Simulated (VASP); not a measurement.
LuTi3F: single point with PBE

Crystal: LuTi3F.

```
CELL_PARAMETERS angstrom
4.45142 0.00000 0.00000
0.00000 4.45142 0.00000
0.00000 0.00000 4.45142
ATOMIC_POSITIONS crystal
Lu 0.50000 0.50000 0.50000
Ti 0.50000 0.00000 0.00000
Ti 0.00000 0.50000 0.00000
Ti 0.00000 0.00000 0.50000
F 0.00000 0.00000 0.00000
```

The cell was generated, and may not be a known phase.

| Item | Value |
| --- | --- |
| Program | VASP 6.6.1 |
| Task | single point |
| Functional | PBE |
| Potentials or basis | VASP PAW PBE potentials, release 64 (Lu, Ti_sv, F) |
| Cutoff | 520 eV |
| k mesh | 4 × 4 × 4 |
| Occupations | gaussian, width 0.1 eV |
| Spin | collinear spin |
| Starting moments | [0.0, 1.0, 1.0, 1.0, 0.0] μB |

```yaml
Pressure: -2.5 GPa
Band_gap_on_the_k_mesh: zero (filled and empty bands overlap)
Net_moment: 0.00 μB per cell
Valence_electrons_inside_the_program's_atomic_spheres: Lu 23.25; Ti 10.16; F 6.10
```

Levels at points of the mesh, in eV from the Fermi level:
Spin up:
| k point | band 30 | band 31 | band 32 | band 33 | band 34 | band 35 | band 36 | band 37 |
| --- | --- | --- | --- | --- | --- | --- | --- | --- |
| (0.00, 0.00, 0.00) | -2.26 | -1.71 | -1.71 | -1.71 | 0.62 | 0.62 | 0.62 | 0.73 |
| (0.50, 0.00, 0.00) | -1.27 | -1.02 | -0.65 | -0.65 | -0.26 | 0.21 | 0.21 | 0.42 |
| (0.50, 0.50, 0.00) | -1.58 | -1.16 | -0.55 | -0.55 | -0.24 | 0.03 | 0.03 | 0.26 |
| (0.50, 0.50, 0.50) | -1.79 | -1.79 | 0.26 | 0.26 | 0.26 | 0.33 | 0.33 | 0.33 |
Spin down:
```csv
k point,band 31,band 32,band 33,band 34,band 35,band 36
"(0.00, 0.00, 0.00)",-1.71,-1.71,-1.71,0.62,0.62,0.62
"(0.50, 0.00, 0.00)",-1.02,-0.65,-0.65,-0.26,0.21,0.21
"(0.50, 0.50, 0.00)",-1.16,-0.55,-0.55,-0.24,0.03,0.03
"(0.50, 0.50, 0.50)",-1.79,0.26,0.26,0.26,0.33,0.33
```

Wall time 98 s on 1 thread of Intel(R) Xeon(R) Platinum 8259CL CPU @ 2.50GHz (Skylake/Cascade Lake) (shared host), peak memory 0.28 GiB.

Caveat: spin-orbit coupling is left out, which moves the levels of the heavy elements.
